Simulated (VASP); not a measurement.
# MgS (Niningerite) (Fm-3m) in VASP: further runs, part 2 of 2

VASP 6.6.1. Earlier steps stand in the parts before.

## 4. Relaxation of cell and atoms, PBEsol

This run uses another cell than the first one, of 17.61 Å³/atom, 0.943 times its volume.

INCAR reads:

```
SYSTEM = MgS
ALGO = Normal
EDIFF = 1E-6
EDIFFG = -0.01
ENCUT = 600
GGA = PS
IBRION = 2
ISIF = 3
ISMEAR = -1
LASPH = .True.
LCHARG = .False.
LREAL = .False.
LWAVE = .False.
NELM = 60
NSW = 80
PREC = Accurate
SIGMA = 0.02
```

KPOINTS reads:

```
k-points
0
Gamma
  8 8 8
  0 0 0
```

POSCAR reads:

```
MgS
1.0
    0.0000000000      2.6016500000      2.6016500000
    2.6016500000      0.0000000000      2.6016500000
    2.6016500000      2.6016500000      0.0000000000
Mg S
1 1
Direct
    0.0000000000      0.0000000000      0.0000000000
    0.5000000000      0.5000000000      0.5000000000
```

Potentials or basis: VASP PAW PBE potentials, release 64 (Mg, S).

Started as:

```console
cat potpaw_PBE.64/Mg/POTCAR potpaw_PBE.64/S/POTCAR > POTCAR
mpirun -np 1 vasp_std > vasp.out
```

OUTCAR:

```text
SYSTEM = MgS
   EDIFF = 1E-6
   EDIFFG = -0.01
   ENCUT = 600
   GGA = PS
   IBRION = 2
   ISIF = 3
   ISMEAR = -1
   LASPH = .True.
   LREAL = .False.
   NELM = 60
   NSW = 80
   PREC = Accurate

 ion  position               nearest neighbor table
   1  0.000  0.000  0.000-   2 2.60   2 2.60   2 2.60   2 2.60   2 2.60   2 2.60
   2  0.500  0.500  0.500-   1 2.60   1 2.60   1 2.60   1 2.60   1 2.60   1 2.60

  LATTYP: Found a face centered cubic cell.
 ALAT       =     5.2033000000

  Lattice vectors:

 A1 = (   0.0000000000,   2.6016500000,   2.6016500000)
 A2 = (   2.6016500000,   0.0000000000,   2.6016500000)
 A3 = (   2.6016500000,   2.6016500000,   0.0000000000)

Analysis of symmetry for initial positions (statically):
=====================================================================
 Subroutine PRICEL returns:
[... 253 lines left out ...]

 E-fermi :   4.2301     XC(G=0):  -9.8965

 val. band max:        3.8056156406   @ k =   0.0000   0.0000   0.0000
 cond. band min:       6.5394018726   @ k =   0.5000   0.5000   0.0000
 fundamental gap:      2.7337862321
 Fermi energy:         4.2301050627

 k-point     1 :       0.0000    0.0000    0.0000
  band No.  band energies     occupation
      1      -8.9615      2.00000
      2       3.8056      2.00000
      3       3.8056      2.00000
      4       3.8056      2.00000
      5       7.5123      0.00000
      6      11.6501      0.00000
      7      11.6501      0.00000
      8      11.6501      0.00000
[... 243 lines left out ...]
 k-point    24 :      -0.3750    0.2500    0.1250
  band No.  band energies     occupation
      1      -7.3928      2.00000
      2      -0.6318      2.00000
      3       1.5842      2.00000
      4       2.6095      2.00000
      5       9.3427      0.00000
      6       9.8249      0.00000
      7      12.1975      0.00000
      8      13.2067      0.00000

 [... further k-points ...]
[... 5 lines left out ...]
  --------------------------------------------------------------------------------------
  -------------------------------------------------------------------------------------
  Total        0.0008705      0.0008705      0.0008705      0.0000000      0.0000000      0.0000000
  in kB        0.0401783      0.0401783      0.0401783      0.0000000      0.0000000      0.0000000
  external PRESSURE =       0.0401783 kB  Pullay stress =       0.0000000 kB
[... 17 lines left out ...]
  FREE ENERGIE OF THE ION-ELECTRON SYSTEM (eV)
  ---------------------------------------------------
  free  energy   TOTEN  =        -9.0755706736 eV

  energy  without entropy=       -9.0755706736  energy(sigma->0) =       -9.07557067

 reached required accuracy - stopping structural energy minimisation
```

OSZICAR:

```text
N       E                     dE             d eps       ncg     rms          rms(c)
DAV:   1     0.265044475015E+02    0.26504E+02   -0.42701E+03   472   0.936E+02
DAV:   2    -0.836420900473E+01   -0.34869E+02   -0.32958E+02   648   0.111E+02
DAV:   3    -0.943990185865E+01   -0.10757E+01   -0.10757E+01   576   0.276E+01
DAV:   4    -0.944459206396E+01   -0.46902E-02   -0.46902E-02   720   0.209E+00
[... 18 lines left out ...]
       N       E                     dE             d eps       ncg     rms          rms(c)
DAV:   1    -0.907587729293E+01   -0.40110E-03   -0.63471E-03   528   0.521E-01    0.130E-01
DAV:   2    -0.907560199313E+01    0.27530E-03   -0.81109E-04   472   0.154E-01    0.416E-02
DAV:   3    -0.907557161540E+01    0.30378E-04   -0.16536E-04   528   0.721E-02    0.270E-02
DAV:   4    -0.907557067362E+01    0.94178E-06   -0.11902E-06   456   0.982E-03
   3 F= -.90755707E+01 E0= -.90755707E+01  d E =-.178184E-02
```

CONTCAR:

```text
MgS
   1.00000000000000
    -0.0000000000000000    2.5891345617022559    2.5891345617022559
     2.5891345617022559   -0.0000000000000000    2.5891345617022559
     2.5891345617022559    2.5891345617022559    0.0000000000000000
  Mg              S
     1     1
Direct
     0.0000000000000000    0.0000000000000000    0.0000000000000000
     0.5000000000000000    0.5000000000000000    0.5000000000000000

  0.00000000E+00  0.00000000E+00  0.00000000E+00
  0.00000000E+00  0.00000000E+00  0.00000000E+00
```

Run time: 10 s. Hardware: 1 thread of Intel Xeon 6975P-C (Granite Rapids), shared host; peak memory 0.17 GiB.

Results:

| Property | Result |
| --- | --- |
| Free energy | -9.0756 eV |
| Relaxed volume | 17.36 Å³/atom |
| Relaxed cell | a = 3.662 Å, b = 3.662 Å, c = 3.662 Å, α = 60.00°, β = 60.00°, γ = 60.00° |
| Space group after relaxing (to 0.05 Å) | Fm-3m (No. 225) |
| Energy gained by relaxing | 0.9 meV/atom |
| Ionic steps | 3 |
| Pressure after relaxing | 0.0 GPa |
| Band gap on the k mesh | 2.73 eV, indirect (least direct gap 3.71 eV) |

Step by step:
| step | energy change (eV) | largest force (eV/Å) | pressure (GPa) | volume (Å³) |
| --- | --- | --- | --- | --- |
| 1 | 0.0000 | 0.0000 | -1.11 | 35.22 |
| 2 | -0.0017 | 0.0000 | 0.27 | 34.60 |
| 3 | -0.0018 | 0.0000 | 0.00 | 34.71 |

Final structure:
```
Mg S
1.0
     0.00000    2.58913    2.58913
     2.58913    0.00000    2.58913
     2.58913    2.58913    0.00000
Mg S
1 1
Direct
  0.00000 0.00000 0.00000
  0.50000 0.50000 0.50000
```

Levels at points of the mesh, in eV from the valence-band top:
```
           k point  band 1  band 2  band 3  band 4  band 5  band 6  band 7  band 8
(0.00, 0.00, 0.00)  -12.77    0.00    0.00    0.00    3.71    7.84    7.84    7.84
(0.50, 0.00, 0.00)  -11.40   -4.97   -0.62   -0.62    4.42    6.84    6.84   10.22
(0.50, 0.50, 0.00)  -11.01   -4.34   -1.74   -1.74    2.73    4.20   12.01   12.86
```

Caveat: the PAW data sets were made with another functional, which shifts forces and pressure a little. A k mesh can miss the band edges.

## 5. Relaxation of cell and atoms, LDA

This run uses another cell than the first one, of 17.61 Å³/atom, 0.943 times its volume.

INCAR reads:

```
  PREC = Accurate
  ENCUT = 600
  EDIFF = 1E-6
  ISMEAR = -1
  SIGMA = 0.02
  LREAL = F
  LASPH = T
  NELM = 60
  ALGO = Normal
  ISIF = 3
  LWAVE = F
  LCHARG = F
  IBRION = 2
  NSW = 80
  EDIFFG = -0.01
```

KPOINTS reads:

```
Automatic mesh
0
Gamma
  8 8 8
```

POSCAR is that of step 4.

Potentials or basis: VASP PAW LDA potentials, release 64 (Mg, S).

Started as:

```console
cat potpaw_LDA.64/Mg/POTCAR potpaw_LDA.64/S/POTCAR > POTCAR
mpirun -np 1 vasp_std > vasp.out
```

Wall time 9.5 s (1 thread of Intel Xeon 6975P-C (Granite Rapids), shared host); peak memory 0.15 GiB.

It converged, with:

| Property | Result |
| --- | --- |
| Free energy | -9.5929 eV |
| Relaxed volume | 16.76 Å³/atom |
| Relaxed cell | a = 3.619 Å, b = 3.619 Å, c = 3.619 Å, α = 60.00°, β = 60.00°, γ = 60.00° |
| Space group after relaxing (to 0.05 Å) | Fm-3m (No. 225) |
| Energy gained by relaxing | 10.6 meV/atom |
| Ionic steps | 3 |
| Pressure after relaxing | 0.0 GPa |
| Band gap on the k mesh | 2.66 eV, indirect (least direct gap 3.89 eV) |

Step by step:
```csv
step,energy change (eV),largest force (eV/Å),pressure (GPa),volume (Å³)
1,0.0000,0.0000,-3.83,35.22
2,-0.0200,0.0000,1.05,33.12
3,-0.0212,0.0000,-0.01,33.51
```

Final structure:
```
Mg S
1.0
     0.00000    2.55894    2.55894
     2.55894    0.00000    2.55894
     2.55894    2.55894    0.00000
Mg S
1 1
Direct
  0.00000 0.00000 0.00000
  0.50000 0.50000 0.50000
```

Levels at points of the mesh, in eV from the valence-band top:
| k point | band 1 | band 2 | band 3 | band 4 | band 5 | band 6 | band 7 | band 8 |
| --- | --- | --- | --- | --- | --- | --- | --- | --- |
| (0.00, 0.00, 0.00) | -12.93 | 0.00 | 0.00 | 0.00 | 3.89 | 7.80 | 7.80 | 7.80 |
| (0.50, 0.00, 0.00) | -11.47 | -5.18 | -0.65 | -0.65 | 4.45 | 6.80 | 6.80 | 10.38 |
| (0.50, 0.50, 0.00) | -11.05 | -4.52 | -1.82 | -1.82 | 2.66 | 4.09 | 12.29 | 12.89 |

## 6. Relaxation of cell and atoms, r2SCAN

This run uses another cell than the first one, of 17.61 Å³/atom, 0.943 times its volume.

POSCAR is that of step 5.

INCAR.step1 reads:

```
SYSTEM = MgS
PREC = Accurate
ENCUT = 600
ISMEAR = -1
SIGMA = 0.02
LREAL = .False.
LASPH = .True.
NELM = 80
GGA = PE
ALGO = Normal
EDIFF = 1E-4
LWAVE = .True.
LCHARG = .False.
```

INCAR.step2 reads:

```
SYSTEM = MgS
PREC = Accurate
ENCUT = 600
EDIFF = 1E-6
ISMEAR = -1
SIGMA = 0.02
LREAL = .False.
LASPH = .True.
NELM = 80
ALGO = Normal
ISIF = 3
LWAVE = .False.
LCHARG = .False.
METAGGA = R2SCAN
LMIXTAU = .True.
IBRION = 2
NSW = 80
EDIFFG = -0.01
ISTART = 1
```

KPOINTS reads:

```
regular mesh
0
Gamma
  8 8 8
  0 0 0
```

Potentials or basis: VASP PAW PBE potentials, release 64 (Mg, S).

Started as:

```console
cat potpaw_PBE.64/Mg/POTCAR potpaw_PBE.64/S/POTCAR > POTCAR
cp INCAR.step1 INCAR
mpirun -np 1 vasp_std > vasp.out
cp INCAR.step2 INCAR
mpirun -np 1 vasp_std > vasp.out
```

Run time: 41 s. Hardware: 1 thread of Intel Xeon 6975P-C (Granite Rapids), shared host; peak memory 0.18 GiB.

Results (log left out):

- Free energy: -15.5112 eV
- Relaxed volume: 17.48 Å³/atom
- Relaxed cell: a = 3.670 Å, b = 3.670 Å, c = 3.670 Å, α = 60.00°, β = 60.00°, γ = 60.00°
- Space group after relaxing (to 0.05 Å): Fm-3m (No. 225)
- Energy gained by relaxing: 0.1 meV/atom
- Ionic steps: 2
- Pressure after relaxing: 0.1 GPa
- Band gap on the k mesh: 3.45 eV, indirect (least direct gap 4.68 eV)

Step by step:
```csv
step,energy change (eV),largest force (eV/Å),pressure (GPa),volume (Å³)
1,0.0000,0.0000,-0.45,35.22
2,-0.0003,0.0000,0.07,34.97
```

Final structure:
```yaml
crystal:
  lattice:
    - [0.00000, 2.59541, 2.59541]
    - [2.59541, 0.00000, 2.59541]
    - [2.59541, 2.59541, 0.00000]
  atoms:
    - { symbol: Mg, position: [0.00000, 0.00000, 0.00000] }
    - { symbol: S, position: [0.50000, 0.50000, 0.50000] }
```

Levels at points of the mesh, in eV from the valence-band top:
| k point | band 1 | band 2 | band 3 | band 4 | band 5 | band 6 | band 7 | band 8 |
| --- | --- | --- | --- | --- | --- | --- | --- | --- |
| (0.00, 0.00, 0.00) | -13.23 | 0.00 | 0.00 | 0.00 | 4.68 | 8.52 | 8.52 | 8.52 |
| (0.50, 0.00, 0.00) | -11.87 | -4.92 | -0.63 | -0.63 | 5.23 | 7.51 | 7.51 | 11.32 |
| (0.50, 0.50, 0.00) | -11.48 | -4.31 | -1.75 | -1.75 | 3.45 | 4.90 | 13.22 | 13.51 |

Caveat: the PAW data sets were made with another functional, which shifts forces and pressure a little.

## 7. Summary

| task | level | potentials or basis | cell | k mesh | cutoff (eV) | gap on the mesh (eV) | pressure (GPa) | relaxed volume (Å³/atom) |
| --- | --- | --- | --- | --- | --- | --- | --- | --- |
| single point | r2SCAN | VASP PAW PBE potentials, release 64 (Mg, S) | a = 3.753 Å, angles 60.0°, 2 atoms | 10 × 10 × 10 | 520 | 3.30 | -4.6 | - |
| relaxation of cell and atoms | PBE | VASP PAW PBE potentials, release 64 (Mg, S) | relaxed from a = 3.679 Å, angles 60.0°, 2 atoms | 8 × 8 × 8 | 600 | 2.75 | 0.0 | 17.81 |
| relaxation of cell and atoms | PBEsol | VASP PAW PBE potentials, release 64 (Mg, S) | relaxed from a = 3.679 Å, angles 60.0°, 2 atoms | 8 × 8 × 8 | 600 | 2.73 | 0.0 | 17.36 |
| relaxation of cell and atoms | LDA | VASP PAW LDA potentials, release 64 (Mg, S) | relaxed from a = 3.679 Å, angles 60.0°, 2 atoms | 8 × 8 × 8 | 600 | 2.66 | 0.0 | 16.76 |
| relaxation of cell and atoms | r2SCAN | VASP PAW PBE potentials, release 64 (Mg, S) | relaxed from a = 3.679 Å, angles 60.0°, 2 atoms | 8 × 8 × 8 | 600 | 3.45 | 0.1 | 17.48 |

Alike in all rows: no spin polarisation; smearing fermi-dirac 0.02 eV.

Caveats: the PAW data sets were made with another functional, which shifts forces and pressure a little (some runs).

Total energies depend on the potentials used, so only differences within one code and one set of settings carry meaning.
